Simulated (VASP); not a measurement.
Ti3N3O: single point with PBE

Slab: Ti3N3O, a slab with vacuum.

```
N Ti O
1.0
     3.00286    0.00000    0.00000
    -1.50143    2.60055    0.00000
     0.00000    0.00000   23.05415
N Ti O
3 3 1
Direct
  0.33333 0.66667 0.17350
  0.00000 0.00000 0.27986
  0.66667 0.33333 0.38775
  0.66667 0.33333 0.22668
  0.33333 0.66667 0.33425
  0.00000 0.00000 0.43611
  0.00000 0.00000 0.52373
```

```yaml
Program: VASP 6.6.1
Task: single point
Functional: PBE
Potentials_or_basis: VASP PAW PBE potentials, release 64 (N, Ti_sv, O)
Cutoff: 520 eV
k_mesh: 9 × 9 × 1
Occupations: gaussian, width 0.1 eV
Spin: collinear spin, ferromagnetic start
Starting_moments: "[0.0, 0.0, 0.0, 0.0, 0.0, 0.0, 2.0] μB"
Dipole_correction: yes
Further_INCAR_settings: ALGO = Normal; EDIFF = 1e-06; NBANDS = 42
```

The largest force is 5.326 eV/Å and the net moment is 0.84 μB per cell. The site moments are N +0.13, +0.02, +0.01; Ti -0.03, +0.02, -0.17; O +0.71 μB and the valence electrons inside the program's atomic spheres are N 3.51, 3.74, 3.77; Ti 10.30, 10.38, 10.37; O 4.70.

Forces on the atoms (eV/Å):
```
N    0.000  0.000  4.155
N    0.000  0.000  1.159
N    0.000  0.000  0.049
Ti   0.000  0.000 -5.326
Ti   0.000  0.000 -0.130
Ti   0.000  0.000  4.284
O    0.000  0.000 -4.190
```

Levels at points of the mesh, in eV from the Fermi level:
Spin up:
```tsv
k point	band 25	band 26	band 27	band 28	band 29	band 30	band 31	band 32	band 33	band 34
(0.00, 0.00, 0.00)	-1.19	-1.19	-0.35	-0.35	0.32	0.32	0.46	1.54	1.54	1.78
```
Spin down:
| k point | band 24 | band 25 | band 26 | band 27 | band 28 | band 29 | band 30 | band 31 | band 32 | band 33 |
| --- | --- | --- | --- | --- | --- | --- | --- | --- | --- | --- |
| (0.00, 0.00, 0.00) | -1.11 | -0.29 | -0.29 | 0.08 | 0.08 | 0.49 | 0.67 | 0.67 | 1.50 | 1.50 |

Run time: 7.2 min on 1 thread of AMD EPYC 9R14 (Zen 4), on a shared host, peak memory 0.43 GiB.
